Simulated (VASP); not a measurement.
Wanted: the native input for a VASP 6.6.1 run.

- Task: single point
- Functional: LDA
- Potentials or basis: VASP PAW LDA potentials, release 64 (Be, Fe)
- Cutoff: 520 eV
- k mesh: 9 × 9 × 9
- Occupations: methfessel-paxton, width 0.15 eV
- Spin: collinear spin, ferromagnetic start
- Starting moments: [0.0, 0.0, 0.0, 1.75] μB
- Fixed moment: 1.7 μB
- Dipole correction: no
- Further INCAR settings: ALGO = Normal; EDIFF = 1e-06; NBANDS = 19

The structure of Be3Fe lies in POSCAR:

```
Be3Fe
1.0
    3.2390011100      0.0000000000      0.0000000000
    0.0000000000      3.2390011100      0.0000000000
    0.0000000000      0.0000000000      3.2390011100
Be Fe
3 1
Direct
    0.0000000000      0.5000000000      0.5000000000
    0.5000000000      0.0000000000      0.5000000000
    0.5000000000      0.5000000000      0.0000000000
    0.0000000000      0.0000000000      0.0000000000
```

These files were run (other wordings do the same):

INCAR

```
PREC = Accurate
ENCUT = 520
EDIFF = 1E-6
ISMEAR = 1
SIGMA = 0.15
LREAL = F
LASPH = T
NELM = 150
ALGO = Normal
ISIF = 2
LWAVE = F
LCHARG = F
ISPIN = 2
MAGMOM = 0 0 0 1.75
LORBIT = 11
NUPDOWN = 1.7
LMAXMIX = 4
NBANDS = 19
```

KPOINTS

```
regular mesh
0
Gamma
  9 9 9
```

Potentials or basis: VASP PAW LDA potentials, release 64 (Be, Fe).

Launch:

```console
$ cat potpaw_LDA.64/Be/POTCAR potpaw_LDA.64/Fe/POTCAR > POTCAR
$ mpirun -np 1 vasp_std > vasp.out
```

It gave:

* Pressure: -7.7 GPa
* Net moment: 1.70 μB per cell
* Site moments: Be +0.00; Fe +1.63 μB
* Valence electrons inside the program's atomic spheres: Be 1.17; Fe 7.52

Caveat: the total moment is fixed, so each spin has its own Fermi level.

Run time: 22 s on 1 thread of Intel(R) Xeon(R) Platinum 8259CL CPU @ 2.50GHz (Skylake/Cascade Lake), with other jobs on the host, peak memory 0.15 GiB.
